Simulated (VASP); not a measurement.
# Cs (I4_1/amd) in VASP: a series of runs, part 2 of 2

VASP 6.6.1. The steps go on from the part before.

### Step 3. Relaxation of cell and atoms, LDA, target pressure 5 GPa, at which the enthalpy is minimised

This run uses another cell than the first one, of 36.99 Å³/atom.

INCAR

```
SYSTEM = Cs
ALGO = Normal
EDIFF = 1E-7
EDIFFG = -0.005
ENCUT = 500
GGA = CA
GGA_COMPAT = .False.
IBRION = 2
ISIF = 3
ISMEAR = -1
LASPH = .True.
LCHARG = .False.
LREAL = .False.
LWAVE = .False.
NELM = 120
NELMIN = 4
NSW = 32
PREC = Accurate
PSTRESS = 50.0
SIGMA = 0.05
```

KPOINTS

```
k-points
0
Gamma
  12 12 12
  0 0 0
```

POSCAR

```
Cs
1.0
   -3.3151639070      3.3151639070      1.6826936895
    3.3151639070     -3.3151639070      1.6826936895
    3.3151639070      3.3151639070     -1.6826936895
Cs
2
Direct
   -0.3750000000     -0.1250000000     -0.2500000000
    0.3750000000      0.1250000000      0.2500000000
```

Potentials or basis: VASP PAW LDA potentials, release 64 (Cs_sv).

Launch:

```bash
$ cat potpaw_LDA.64/Cs_sv/POTCAR > POTCAR
$ mpirun -np 1 vasp_std > vasp.out
```

OUTCAR:

```text
SYSTEM = Cs
   EDIFF = 1E-7
   EDIFFG = -0.005
   ENCUT = 500
   GGA = CA
   IBRION = 2
   ISIF = 3
   ISMEAR = -1
   LASPH = .True.
   LREAL = .False.
   NELM = 120
   NELMIN = 4
   NSW = 32
   PREC = Accurate
   PSTRESS = 50.0

 ion  position               nearest neighbor table
   1  0.625  0.875  0.750-
   2  0.375  0.125  0.250-

  LATTYP: Found a body centered tetragonal cell.
 ALAT       =     6.6303278140
 C/A-ratio  =     0.5075748098

  Lattice vectors:

 A1 = (  -3.3151639070,   3.3151639070,   1.6826936895)
 A2 = (   3.3151639070,  -3.3151639070,   1.6826936895)
 A3 = (   3.3151639070,   3.3151639070,  -1.6826936895)

Analysis of symmetry for initial positions (statically):
=====================================================================
 Subroutine PRICEL returns:
 Original cell was already a primitive cell.

 Routine SETGRP: Setting up the symmetry group for a
 body centered tetragonal supercell.

 Subroutine GETGRP returns: Found 16 space group operations
 (whereof  4 operations were pure point group operations)
 out of a pool of 16 trial point group operations.

The static configuration has the point symmetry C_2h.
 The point group associated with its full space group is D_4h.

Analysis of symmetry for dynamics (positions and initial velocities):
=====================================================================
 Subroutine PRICEL returns:
 Original cell was already a primitive cell.

 Routine SETGRP: Setting up the symmetry group for a
 body centered tetragonal supercell.

 Subroutine GETGRP returns: Found 16 space group operations
 (whereof  4 operations were pure point group operations)
 out of a pool of 16 trial point group operations.

The dynamic configuration has the point symmetry C_2h.
 The point group associated with its full space group is D_4h.

 Subroutine INISYM returns: Found 16 space group operations
 (whereof  4 operations are pure point group operations),
 and found     1 'primitive' translations

----------------------------------------------------------------------------------------

                                     Primitive cell

  volume of cell :      73.9733

  direct lattice vectors                    reciprocal lattice vectors
    -3.315163907  3.315163907  1.682693689     0.000000000  0.150822105  0.297142613
     3.315163907 -3.315163907  1.682693689     0.150822105  0.000000000  0.297142613
     3.315163907  3.315163907 -1.682693689     0.150822105  0.150822105  0.000000000

  length of vectors
     4.981172705  4.981172705  4.981172705     0.333228210  0.333228210  0.213294667

  position of ions in fractional coordinates (direct lattice)
     0.625000000  0.875000000  0.750000000
     0.375000000  0.125000000  0.250000000

  ion indices of the primitive-cell ions
   primitive index   ion index
                 1           1
                 2           2

----------------------------------------------------------------------------------------

 KPOINTS: k-points

Automatic generation of k-mesh.
 Grid dimensions read from file:
 generate k-points for:   12   12   12

 Generating k-lattice:

  Cartesian coordinates                     Fractional coordinates (reciprocal lattice)
[... 49 lines left out ...]
   NGXF,Y,Z  is equivalent  to a cutoff of  24.03, 24.03, 24.03 a.u.
 SYSTEM =  Cs
   PREC   = accura    normal or accurate (medium, high low for compatibility)
   ISTART =      0    job   : 0-new  1-cont  2-samecut
   ICHARG =      2    charge: 1-file 2-atom 10-const
   ISPIN  =      1    spin polarized calculation?
   LNONCOLLINEAR =      F non collinear calculations
   LSORBIT =      F    spin-orbit coupling
   LASPH  =      T    aspherical Exc in radial PAW
   ENCUT  =  500.0 eV  36.75 Ry    6.06 a.u.   9.08  9.08  9.08*2*pi/ulx,y,z
   NELM   =    120;   NELMIN=  4; NELMDL= -5     # of ELM steps
   EDIFF  = 0.1E-06   stopping-criterion for ELM
   LREAL  =      F    real-space projection
   EDIFFG = -.5E-02   stopping-criterion for IOM
   NSW    =     32    number of steps for IOM
   IBRION =      2    ionic relax: 0-MD 1-quasi-New 2-CG
   NFREE  =      1    steps in history (QN), initial steepest desc. (CG)
   ISIF   =      3    stress and relaxation
   ISYM   =      2    0-nonsym 1-usesym 2-fastsym
   POTIM  = 0.5000    time-step for ionic-motion
   TEBEG  =    0.0;   TEEND  =   0.0 temperature during run
   PSTRESS=   50.0 pullay stress
   NELECT =      18.0000    total number of electrons
   NUPDOWN=      -1.0000    fix difference up-down
   EMIN   =  10.00;   EMAX   =-10.00  energy-range for DOS
   EFERMI =   0.00;   METHOD = LEGACY
   ISMEAR =    -1;   SIGMA  =   0.05  broadening in eV -4-tet -1-fermi 0-gaus
   EFERMI_NEDOS =   21; number of points for ismear=-14 and -15
   IALGO  =     38    algorithm
   IMIX   =      4    mixing-type and parameters
     AMIX     =   0.40;   BMIX     =  1.00
     AMIX_MAG =   1.60;   BMIX_MAG =  1.00
  volume/ion in A,a.u.               =      36.99       249.60
  Fermi-wavevector in a.u.,A,eV,Ry     =   1.022054  1.931403 14.212578  1.044595
  Thomas-Fermi vector in A             =   2.155713
   LORBIT       =      0    0 simple, 1 ext, 2 COOP (PROOUT), +10 PAW based schemes
   GGA     = CA    functional components
   LHFCALC =     F    Hartree Fock is set to
   AEXX    =    0.0000 exact exchange contribution
   IVDW    =     0    specifies the selected vdW correction
   LEPSILON=     F    determine dielectric tensor
   LRPA    =     F    only Hartree local field effects (RPA)
 conjugate gradient relaxation of ions
 non-spin polarized calculation
  energy-cutoff  :      500.00
  volume of cell :       73.97
 maximum number of plane-waves:      1894
   NGX = 19   NGY = 19   NGZ = 19

--------------------------------------- Ionic step        1  -------------------------------------------

 number of electron      17.9999997 magnetization

 Free energy of the ion-electron system (eV)
  ---------------------------------------------------
  ext. energy  EPLUGINS =         0.00000000
  ---------------------------------------------------
  free energy    TOTEN  =        -0.67660265 eV

  energy without entropy =       -0.66317583  energy(sigma->0) =       -0.66988924

------------------------ aborting loop because EDIFF is reached ----------------------------------------

  FORCE on cell =-STRESS in cart. coord.  units (eV):
  Direction    XX          YY          ZZ          XY          YZ          ZX
  --------------------------------------------------------------------------------------
  -------------------------------------------------------------------------------------
  Total        2.4430239      2.4430239      2.4564112      0.0000000      0.0000000      0.0000000
  in kB       52.9131036     52.9131036     53.2030567      0.0000000      0.0000000      0.0000000
  external PRESSURE =       3.0097546 kB  Pullay stress =      50.0000000 kB
[... 63 lines left out ...]
--------------------------------------- Ionic step        3  -------------------------------------------

 number of electron      17.9999996 magnetization

 Free energy of the ion-electron system (eV)
  ---------------------------------------------------
  ext. energy  EPLUGINS =         0.00000000
  ---------------------------------------------------
  free energy    TOTEN  =        -0.70358401 eV

  energy without entropy =       -0.68936992  energy(sigma->0) =       -0.69647697

 E-fermi :   4.8741     XC(G=0):  -9.2881

 val. band max:        4.8642967382   @ k =   0.2500   0.0000   0.0000
 cond. band min:       4.8742706505   @ k =  -0.4167   0.2500  -0.0000
 fundamental gap:      0.0099739123
 Fermi energy:         4.8741295072

 k-point     1 :       0.0000    0.0000    0.0000
  band No.  band energies     occupation
      1     -19.5111      2.00000
      2     -18.5828      2.00000
      3      -7.0266      2.00000
      4      -7.0266      2.00000
      5      -4.5685      2.00000
      6      -4.5685      2.00000
      7      -4.1691      2.00000
      8      -4.1535      2.00000
      9       3.1377      2.00000
     10       3.4735      2.00000
     11       5.7732      0.00000
     12       6.2989      0.00000
     13       6.7012      0.00000
[... 354 lines left out ...]
  band No.  band energies     occupation
      1     -19.0577      2.00000
      2     -18.5897      2.00000
      3      -6.8369      2.00000
      4      -6.3306      2.00000
      5      -6.1578      2.00000
      6      -5.5481      2.00000
      7      -5.3508      2.00000
      8      -4.5561      2.00000
      9       4.7409      1.86982
     10       5.2949      0.00044
     11       6.2930      0.00000
     12       6.7183      0.00000
     13       7.9704      0.00000

 [... further k-points ...]

------------------------ aborting loop because EDIFF is reached ----------------------------------------

  FORCE on cell =-STRESS in cart. coord.  units (eV):
  Direction    XX          YY          ZZ          XY          YZ          ZX
  --------------------------------------------------------------------------------------
  -------------------------------------------------------------------------------------
  Total        2.3381482      2.3381482      2.3287004      0.0000000      0.0000000     -0.0000000
  in kB       50.0732723     50.0732723     49.8709420      0.0000000      0.0000000     -0.0000000
  external PRESSURE =       0.0058288 kB  Pullay stress =      50.0000000 kB
[... 21 lines left out ...]
  energy  without entropy=       -0.6893699249  energy(sigma->0) =       -0.69647697

  enthalpy is  TOTEN    =         1.6311427351 eV   P V=        2.3347267425

 reached required accuracy - stopping structural energy minimisation
```

OSZICAR:

```text
N       E                     dE             d eps       ncg     rms          rms(c)
DAV:   1     0.115911364819E+03    0.11591E+03   -0.76828E+03  4238   0.115E+03
DAV:   2     0.698201746754E+01   -0.10893E+03   -0.10508E+03  6487   0.195E+02
DAV:   3    -0.738785645157E+00   -0.77208E+01   -0.75842E+01  5518   0.561E+01
DAV:   4    -0.815136977970E+00   -0.76351E-01   -0.76274E-01  4898   0.631E+00
[... 19 lines left out ...]
DAV:   2    -0.703619883649E+00    0.12561E-03   -0.18398E-04  4393   0.815E-02    0.250E-02
DAV:   3    -0.703584469331E+00    0.35414E-04   -0.12769E-04  4338   0.665E-02    0.464E-03
DAV:   4    -0.703584174545E+00    0.29479E-06   -0.19261E-06  5178   0.906E-03    0.315E-03
DAV:   5    -0.703584013442E+00    0.16110E-06   -0.16884E-07  4473   0.293E-03    0.671E-04
DAV:   6    -0.703584007362E+00    0.60800E-08   -0.15776E-08  2399   0.809E-04
   3 F= 0.16311427E+01 E0= 0.16382498E+01  d E =-.779122E-03
```

Run time: 3.4 min. Hardware: 1 thread of Intel Xeon Platinum 8488C (Sapphire Rapids), shared host; peak memory 0.26 GiB.

What came out:

* Free energy: -0.7036 eV
* Relaxed volume: 37.41 Å³/atom
* Relaxed cell: a = 5.000 Å, b = 5.000 Å, c = 5.000 Å, α = 96.56°, β = 96.56°, γ = 140.50°
* Space group after relaxing (to 0.1 Å): I4_1/amd (No. 141)
* Energy change on relaxing (the run minimises the enthalpy): -13.5 meV/atom
* Ionic steps: 3
* Pressure after relaxing: 5.0 GPa
* Band gap on the k mesh: zero (bands 9 and 10 overlap by 3.02 eV)

The path:
| step | energy change (eV) | largest force (eV/Å) | pressure (GPa) | volume (Å³) |
| --- | --- | --- | --- | --- |
| 1 | 0.0000 | 0.0000 | 5.30 | 73.97 |
| 2 | -0.0241 | 0.0000 | 5.03 | 74.72 |
| 3 | -0.0270 | 0.0000 | 5.00 | 74.81 |

Final structure:
```
CELL_PARAMETERS angstrom
-3.32726 3.32726 1.68944
3.32726 -3.32726 1.68944
3.32726 3.32726 -1.68944
ATOMIC_POSITIONS crystal
Cs 0.62500 0.87500 0.75000
Cs 0.37500 0.12500 0.25000
```

Caveat: the cell is relaxed towards a set pressure, so the run minimises the enthalpy, not the energy; spin-orbit coupling is left out, which moves the levels of the heavy elements.
